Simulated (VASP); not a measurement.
SrO, 2 atoms in the cell. It takes space group Fm-3m (No. 225, cubic). The conventional cell has a = 5.142 Å, b = 5.142 Å, c = 5.142 Å, α = 90.00°, β = 90.00°, γ = 90.00°. Sr (site symmetry m-3m) has 6 O at 2.57 Å within 3.4 Å. Within 3.4 Å of O (site symmetry m-3m) lie 6 Sr at 2.57 Å.  This cell differs from its parent crystal: volume scaled by 0.97.

* Program: VASP 6.6.1
* Task: single point
* Functional: PBE
* Potentials or basis: VASP PAW PBE potentials, release 64 (Sr_sv, O)
* Cutoff: 520 eV
* k mesh: 8 × 8 × 8
* Occupations: gaussian, width 0.02 eV
* Spin: no spin polarisation
* Dipole correction: no
* Further INCAR settings: ALGO = Normal; EDIFF = 1e-07; NBANDS = 15

Potentials or basis: VASP PAW PBE potentials, release 64 (Sr_sv, O).

Command:

```bash
$ cat potpaw_PBE.64/Sr_sv/POTCAR potpaw_PBE.64/O/POTCAR > POTCAR
$ mpirun -np 1 vasp_std > vasp.out
```

Hardware: 1 thread of Intel(R) Xeon(R) Platinum 8375C CPU @ 2.90GHz (Ice Lake) (shared host).

Problem. How long does it take, and how much memory?

Solution. Wall time 23 s on 1 thread of Intel(R) Xeon(R) Platinum 8375C CPU @ 2.90GHz (Ice Lake), with other jobs on the host, peak memory 0.16 GiB. Counts: scf iterations 15, k points 29.
